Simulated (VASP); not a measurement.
# LiF (P6_3mc) in VASP: notebook

Runs on LiF. Level: LDA. Tasks: single point.

Program: VASP 6.6.1. These are calculated values, not measurements. Logs are shortened: lines on timing, memory, paths and dates and some standing lists are left out, and cuts for length are marked.

### 1 The cell of the first run

The structure is hexagonal, space group P6_3mc (No. 186). Conventional cell: a = 3.046 Å, b = 3.046 Å, c = 4.463 Å, α = 90.00°, β = 90.00°, γ = 120.00°. Within 2.3 Å of Li (site symmetry 3m) lie 4 F at 1.75 to 1.82 Å. F (site symmetry 3m) has 4 Li at 1.75 to 1.82 Å within 2.3 Å.

### 2 Single point, LDA (8.97 Å³/atom)

INCAR reads:

```
PREC     = Accurate       # precision mode
ENCUT    = 520            # plane-wave cutoff, eV
EDIFF    = 1E-6           # SCF threshold, eV
ISMEAR   = 0              # smearing method
SIGMA    = 0.05           # smearing width, eV
LREAL    = F              # projectors in reciprocal space
LASPH    = T              # aspherical terms in the spheres
NELM     = 60             # most SCF steps
ALGO     = Normal         # electronic algorithm
ISIF     = 2              # what is computed and relaxed
LWAVE    = F              # write WAVECAR
LCHARG   = T              # write CHGCAR
GGA      = CA             # functional
LELF     = T              # ELF
LVHAR    = T            
NBANDS   = 18             # bands
```

KPOINTS reads:

```
regular mesh
0
Gamma
  9 9 6
```

POSCAR reads:

```
LiF
1.0
    3.0459837436      0.0000000000      0.0000000000
   -1.5229918718      2.6378993015      0.0000000000
    0.0000000000      0.0000000000      4.4629753811
Li F
2 2
Direct
    0.3333333333      0.6666666667      0.3839784076
    0.6666666667      0.3333333333      0.8839784076
    0.3333333333      0.6666666667      0.9910195924
    0.6666666667      0.3333333333      0.4910195924
```

Potentials or basis: VASP PAW LDA potentials, release 64 (Li_sv, F).

Run with:

```bash
$ cat potpaw_LDA.64/Li_sv/POTCAR potpaw_LDA.64/F/POTCAR > POTCAR
$ mpirun -np 1 vasp_std > vasp.out
```

OUTCAR:

```text
PREC = Accurate
   ENCUT = 520
   EDIFF = 1E-6
   ISMEAR = 0
   LREAL = F
   LASPH = T
   NELM = 60
   ISIF = 2
   GGA = CA

 ion  position               nearest neighbor table
   1  0.333  0.667  0.384-   3 1.75   4 1.82   4 1.82   4 1.82
   2  0.667  0.333  0.884-   4 1.75   3 1.82   3 1.82   3 1.82
   3  0.333  0.667  0.991-   1 1.75   2 1.82   2 1.82   2 1.82
   4  0.667  0.333  0.491-   2 1.75   1 1.82   1 1.82   1 1.82

  LATTYP: Found a hexagonal cell.
 ALAT       =     3.0459837436
 C/A-ratio  =     1.4652000000

  Lattice vectors:

 A1 = (   3.0459837436,   0.0000000000,   0.0000000000)
 A2 = (  -1.5229918718,   2.6378993015,   0.0000000000)
 A3 = (   0.0000000000,   0.0000000000,   4.4629753811)

Analysis of symmetry for initial positions (statically):
=====================================================================
 Subroutine PRICEL returns:
 Original cell was already a primitive cell.

 Routine SETGRP: Setting up the symmetry group for a
 hexagonal supercell.

 Subroutine GETGRP returns: Found 12 space group operations
 (whereof  6 operations were pure point group operations)
 out of a pool of 24 trial point group operations.

The static configuration has the point symmetry C_3v.
 The point group associated with its full space group is C_6v.

Analysis of symmetry for dynamics (positions and initial velocities):
=====================================================================
 Subroutine PRICEL returns:
 Original cell was already a primitive cell.

 Routine SETGRP: Setting up the symmetry group for a
 hexagonal supercell.

 Subroutine GETGRP returns: Found 12 space group operations
 (whereof  6 operations were pure point group operations)
 out of a pool of 24 trial point group operations.

The dynamic configuration has the point symmetry C_3v.
 The point group associated with its full space group is C_6v.

 Subroutine INISYM returns: Found 12 space group operations
 (whereof  6 operations are pure point group operations),
 and found     1 'primitive' translations

----------------------------------------------------------------------------------------

                                     Primitive cell

[... 90 lines left out ...]
   LSORBIT =      F    spin-orbit coupling
   LASPH  =      T    aspherical Exc in radial PAW
   ENCUT  =  520.0 eV  38.22 Ry    6.18 a.u.   5.66  5.66  8.30*2*pi/ulx,y,z
   NELM   =     60;   NELMIN=  2; NELMDL= -5     # of ELM steps
   EDIFF  = 0.1E-05   stopping-criterion for ELM
   LREAL  =      F    real-space projection
   EDIFFG = 0.1E-04   stopping-criterion for IOM
   NSW    =      0    number of steps for IOM
   IBRION =     -1    ionic relax: 0-MD 1-quasi-New 2-CG
   NFREE  =      0    steps in history (QN), initial steepest desc. (CG)
   ISIF   =      2    stress and relaxation
   ISYM   =      2    0-nonsym 1-usesym 2-fastsym
   POTIM  = 0.5000    time-step for ionic-motion
   TEBEG  =    0.0;   TEEND  =   0.0 temperature during run
   PSTRESS=    0.0 pullay stress
   NELECT =      20.0000    total number of electrons
   NUPDOWN=      -1.0000    fix difference up-down
   EMIN   =  10.00;   EMAX   =-10.00  energy-range for DOS
   EFERMI =   0.00;   METHOD = LEGACY
   ISMEAR =     0;   SIGMA  =   0.05  broadening in eV -4-tet -1-fermi 0-gaus
   EFERMI_NEDOS =   21; number of points for ismear=-14 and -15
   IALGO  =     38    algorithm
   IMIX   =      4    mixing-type and parameters
     AMIX     =   0.40;   BMIX     =  1.00
     AMIX_MAG =   1.60;   BMIX_MAG =  1.00
  volume/ion in A,a.u.               =       8.97        60.50
  Fermi-wavevector in a.u.,A,eV,Ry     =   1.347560  2.546519 24.707059  1.815918
  Thomas-Fermi vector in A             =   2.475300
   LORBIT       =      0    0 simple, 1 ext, 2 COOP (PROOUT), +10 PAW based schemes
   GGA     = CA    functional components
   LHFCALC =     F    Hartree Fock is set to
   AEXX    =    0.0000 exact exchange contribution
   IVDW    =     0    specifies the selected vdW correction
   LEPSILON=     F    determine dielectric tensor
   LRPA    =     F    only Hartree local field effects (RPA)
 non-spin polarized calculation
 Gauss-broadening in eV      SIGMA  =   0.05
  energy-cutoff  :      520.00
  volume of cell :       35.86
 maximum number of plane-waves:      1000
 NGX is ok and might be reduce to    24
   NGX = 11   NGY = 11   NGZ = 17

 number of electron      19.9999990 magnetization

 Free energy of the ion-electron system (eV)
  ---------------------------------------------------
  ext. energy  EPLUGINS =         0.00000000
  ---------------------------------------------------
  free energy    TOTEN  =       -20.78066731 eV

  energy without entropy =      -20.78066731  energy(sigma->0) =      -20.78066731

 E-fermi :  -1.8688     XC(G=0): -10.0203

 val. band max:       -2.1554561702   @ k =   0.0000   0.0000   0.0000
 cond. band min:       5.7889219441   @ k =   0.0000   0.0000   0.0000
 fundamental gap:      7.9443781143
 Fermi energy:        -1.8688215375

 k-point     1 :       0.0000    0.0000    0.0000
  band No.  band energies     occupation
      1     -41.3441      2.00000
      2     -41.2538      2.00000
      3     -21.4516      2.00000
      4     -21.0912      2.00000
      5      -4.8450      2.00000
      6      -2.9455      2.00000
[... 481 lines left out ...]
      5      -4.6944      2.00000
      6      -3.7189      2.00000
[... 10 lines left out ...]
     17      16.9559      0.00000
     18      19.6921      0.00000

 [... further k-points ...]

------------------------ aborting loop because EDIFF is reached ----------------------------------------

  FORCE on cell =-STRESS in cart. coord.  units (eV):
  Direction    XX          YY          ZZ          XY          YZ          ZX
  --------------------------------------------------------------------------------------
  -------------------------------------------------------------------------------------
  Total        0.0462990      0.0462990      1.3330056      0.0000000      0.0000000      0.0000000
  in kB        2.0685773      2.0685773     59.5569247      0.0000000      0.0000000      0.0000000
  external PRESSURE =      21.2313598 kB  Pullay stress =       0.0000000 kB

 VOLUME and BASIS-vectors are now :
 -----------------------------------------------------------------------------
  energy-cutoff  :      520.00
  volume of cell :       35.86
      direct lattice vectors                 reciprocal lattice vectors
     3.045983744  0.000000000  0.000000000     0.328301161  0.189544764  0.000000000
    -1.522991872  2.637899302  0.000000000     0.000000000  0.379089528  0.000000000
     0.000000000  0.000000000  4.462975381     0.000000000  0.000000000  0.224065767

 POSITION                                       TOTAL-FORCE (eV/Angst)
 -----------------------------------------------------------------------------------
     -0.00000      1.75860      1.71369         0.000000      0.000000      0.311008
      1.52299      0.87930      3.94517        -0.000000     -0.000000      0.311008
     -0.00000      1.75860      4.42290        -0.000000      0.000000     -0.311008
      1.52299      0.87930      2.19141         0.000000      0.000000     -0.311008
 -----------------------------------------------------------------------------------
    total drift:                               -0.000000     -0.000000      0.000739

  FREE ENERGIE OF THE ION-ELECTRON SYSTEM (eV)
  ---------------------------------------------------
  free  energy   TOTEN  =       -20.7806673112 eV

  energy  without entropy=      -20.7806673112  energy(sigma->0) =      -20.78066731
```

OSZICAR:

```text
N       E                     dE             d eps       ncg     rms          rms(c)
DAV:   1     0.115107267944E+03    0.11511E+03   -0.11037E+04  1744   0.121E+03
DAV:   2    -0.124145034991E+02   -0.12752E+03   -0.12487E+03  2038   0.303E+02
DAV:   3    -0.221071520707E+02   -0.96926E+01   -0.96339E+01  3174   0.607E+01
DAV:   4    -0.221951061871E+02   -0.87954E-01   -0.87871E-01  2134   0.759E+00
DAV:   5    -0.221961278439E+02   -0.10217E-02   -0.10213E-02  2294   0.626E-01    0.697E+00
DAV:   6    -0.208111328534E+02    0.13850E+01   -0.34170E+00  1804   0.145E+01    0.214E+00
DAV:   7    -0.207909123922E+02    0.20220E-01   -0.10991E-01  2012   0.241E+00    0.137E+00
DAV:   8    -0.207814937917E+02    0.94186E-02   -0.41117E-02  2360   0.194E+00    0.315E-01
DAV:   9    -0.207805283691E+02    0.96542E-03   -0.50140E-03  1986   0.610E-01    0.831E-02
DAV:  10    -0.207806717053E+02   -0.14334E-03   -0.24210E-04  1906   0.133E-01    0.244E-02
DAV:  11    -0.207806674866E+02    0.42188E-05   -0.19477E-05  2246   0.429E-02    0.541E-03
DAV:  12    -0.207806673112E+02    0.17536E-06   -0.77957E-07  1578   0.925E-03
   1 F= -.20780667E+02 E0= -.20780667E+02  d E =-.309904E-18
```

stdout:

```text
POSCAR found type information on POSCAR LiF
 POSCAR found :  2 types and       4 ions
 scaLAPACK will be used
 LDA part: xc-table for (Slater(with rela. corr.)+CA(PZ))
 , standard interpolation
 POSCAR, INCAR and KPOINTS ok, starting setup
 FFT: planning ... GRIDC
 FFT: planning ... GRID_SOFT
 FFT: planning ... GRID
 WAVECAR not read
 entering main loop
```

Wall time 23 s (1 thread of Intel Xeon Platinum 8175M at 2.50GHz (Skylake/Cascade Lake), shared host); peak memory 0.14 GiB.

What came out:

* Free energy: -20.7807 eV
* Largest force: 0.311 eV/Å
* Band gap on the k mesh: 7.94 eV

Forces on the atoms (eV/Å):
```
Li   0.000  0.000  0.311
Li   0.000  0.000  0.311
F    0.000  0.000 -0.311
F    0.000  0.000 -0.311
```

Caveat: the cutoff is under 1.25 times the usual one of these potentials, so pressure, stress and relaxed cells hold a basis-set (Pulay) error.

(Part 1 of 3 ends here.)
